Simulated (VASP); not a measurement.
Runs of VASP 6.6.1 on Sn. The structure is that of space group P6/mmm (No. 191), or close to it. The cells are those of the table. This isn't the form of Sn at room conditions, which is tetragonal (white tin).

| task | cell | k mesh | gap on the mesh (eV) | pressure (GPa) | relaxed volume (Å³/atom) |
| --- | --- | --- | --- | --- | --- |
| single point | a = 5.619, b = 5.619, c = 3.158 Å, angles 90.0, 90.0, 120.0°, 3 atoms | 3 × 3 × 4 | none | -0.2 | - |
| single point | a = 6.151, b = 6.151, c = 3.771 Å, angles 90.0, 90.0, 120.0°, 3 atoms | 3 × 3 × 6 | none | -7.4 | - |
| relaxation of cell and atoms | relaxed from a = 6.151, b = 6.151, c = 3.771 Å, angles 90.0, 90.0, 120.0°, 3 atoms | 3 × 3 × 4 | none | 0.0 | 28.71 |
| single point | a = 5.490, b = 5.490, c = 3.212 Å, angles 90.0, 90.0, 120.0°, 3 atoms | 6 × 6 × 6 | none | -0.2 | - |
| relaxation of cell and atoms | relaxed from a = 5.619, b = 5.619, c = 3.158 Å, angles 90.0, 90.0, 120.0°, 3 atoms | 6 × 6 × 6 | none | -0.1 | (a) |
| single point | a = 5.430, b = 5.430, c = 3.269 Å, angles 90.0, 90.0, 120.0°, 3 atoms | 12 × 12 × 14 | none | 0.0 | - |

Alike in all rows: level PBE; potentials or basis VASP PAW PBE potentials, release 64 (Sn_d); no spin polarisation; cutoff (eV) 500; smearing gaussian 0.1 eV.

**Question.** Estimate the missing entries.

**Answer.** (a) 27.85.

Caveats: some runs use coarse meshes; spin-orbit coupling is left out, which moves the levels of the heavy elements; the volume moved by over 15 % at a fixed basis, so the end points are rough (at least some runs).

A k mesh can miss the band edges, and the runs leave out spin-orbit coupling on Sn.

A gap of «none» marks levels without a gap at the run's occupations.
